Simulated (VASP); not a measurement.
**Mo: single point with PBE**

Mo:

```
Mo
1.0
    -1.54674    1.54674    1.54674
     1.54674   -1.54674    1.54674
     1.54674    1.54674   -1.54674
Mo
1
Direct
  0.00000 0.00000 0.00000
```

```yaml
Program: VASP 6.6.1
Task: single point
Functional: PBE
Potentials_or_basis: VASP PAW PBE potentials, release 64 (Mo_sv)
Cutoff: 520 eV
k_mesh: 13 × 13 × 13
Occupations: methfessel-paxton, width 0.1 eV
Spin: no spin polarisation
```

| Quantity | Value |
| --- | --- |
| Pressure | 19.5 GPa |
| Band gap on the k mesh | zero (band 7 reaches 17.38 eV, above the bottom of band 8 at 12.02 eV) |

Levels at points of the mesh, in eV from the Fermi level:
```
           k point  band 3  band 4  band 5  band 6  band 7  band 8  band 9  band 10  band 11  band 12
(0.00, 0.00, 0.00)  -34.57  -34.57   -7.56   -1.62   -1.62   -1.62    1.61     1.61    14.76    14.76
```

It took 16 s on 1 thread of Intel Xeon 8259CL, on a shared host, peak memory 0.13 GiB.
